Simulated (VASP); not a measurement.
A run of VASP 6.6.1:

Contents of INCAR:

```
SYSTEM = La
  ALGO = Normal
  EDIFF = 1E-6
  ENCUT = 520
  ISIF = 2
  ISMEAR = -1
  LASPH = .True.
  LCHARG = .False.
  LREAL = .False.
  LWAVE = .False.
  NBANDS = 18
  NELM = 80
  PREC = Accurate
  SIGMA = 0.08
```

File KPOINTS:

```
k-points
0
Gamma
  10 10 10
  0 0 0
```

Contents of POSCAR:

```
La
1.0
    0.0000000000      3.2024057272      3.2024057272
    3.2024057272      0.0000000000      3.2024057272
    3.2024057272      3.2024057272      0.0000000000
La
2
Direct
   -0.1250000000     -0.1250000000     -0.1250000000
    0.1250000000      0.1250000000      0.1250000000
```

Potentials or basis: VASP PAW LDA potentials, release 64 (La).

The run is started by

```bash
$ cat potpaw_LDA.64/La/POTCAR > POTCAR
$ mpirun -np 1 vasp_std > vasp.out
```

Hardware: 1 thread of Intel(R) Xeon(R) 6975P-C (Granite Rapids), on a shared host.

Task: Estimate the wall time of this run.

Result: Wall time 34 s on 1 thread of Intel(R) Xeon(R) 6975P-C (Granite Rapids), on a shared host, peak memory 0.2 GiB. Counts: scf iterations 12, k points 47.
